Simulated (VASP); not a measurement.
Write the native input for VASP 6.6.1 that does the following.

```
Task                   : single point
Functional             : PBE
Potentials or basis    : VASP PAW PBE potentials, release 64 (Mn_pv)
Cutoff                 : 520 eV
k mesh                 : 13 × 13 × 13
Occupations            : fermi-dirac, width 0.05 eV
Spin                   : collinear spin, ferromagnetic start
Starting moments       : [2.36] μB
Fixed moment           : 2.36 μB
Dipole correction      : no
Further INCAR settings : ALGO = Normal; EDIFF = 1e-06; NBANDS = 16
```

The structure of Mn lies in POSCAR:

```
Mn
1.0
    0.0000000000      1.7450000000      1.7450000000
    1.7450000000      0.0000000000      1.7450000000
    1.7450000000      1.7450000000      0.0000000000
Mn
1
Direct
    0.0000000000      0.0000000000      0.0000000000
```

The input as run:

INCAR

```
SYSTEM = Mn
PREC     = Accurate       ! precision mode
ENCUT    = 520            ! plane-wave cutoff, eV
EDIFF    = 1E-6           ! SCF threshold, eV
ISMEAR   = -1             ! smearing method
SIGMA    = 0.05           ! smearing width, eV
LREAL    = .FALSE.        ! projectors in reciprocal space
LASPH    = .TRUE.         ! aspherical terms in the spheres
NELM     = 150            ! most SCF steps
ALGO     = Normal         ! electronic algorithm
ISIF     = 2              ! what is computed and relaxed
LWAVE    = .FALSE.        ! write WAVECAR
LCHARG   = .TRUE.         ! write CHGCAR
ISPIN    = 2              ! spin polarisation
MAGMOM   = 2.36           ! initial moments
LORBIT   = 11             ! projections on sites
NUPDOWN  = 2.36           ! fixed moment
LMAXMIX  = 4              ! l up to which the mixer works
GGA      = PE             ! functional
LELF     = .TRUE.         ! ELF
LVHAR    = .TRUE.       
NBANDS   = 16             ! bands
```

KPOINTS

```
Automatic mesh
0
G
  13 13 13
  0 0 0
```

Potentials or basis: VASP PAW PBE potentials, release 64 (Mn_pv).

The run is started by

```bash
$ cat potpaw_PBE.64/Mn_pv/POTCAR > POTCAR
$ mpirun -np 1 vasp_std > vasp.out
```

It gave:

```yaml
Pressure: 40.9 GPa
Net_moment: 2.36 μB per cell
Site_moments: Mn +2.29 μB
Valence_electrons_inside_the_program's_atomic_spheres: Mn 12.02
```

Caveat: the total moment is fixed, so each spin has its own Fermi level.

It took 28 s on 1 thread of Intel Xeon 6975P-C (shared host), peak memory 0.14 GiB.
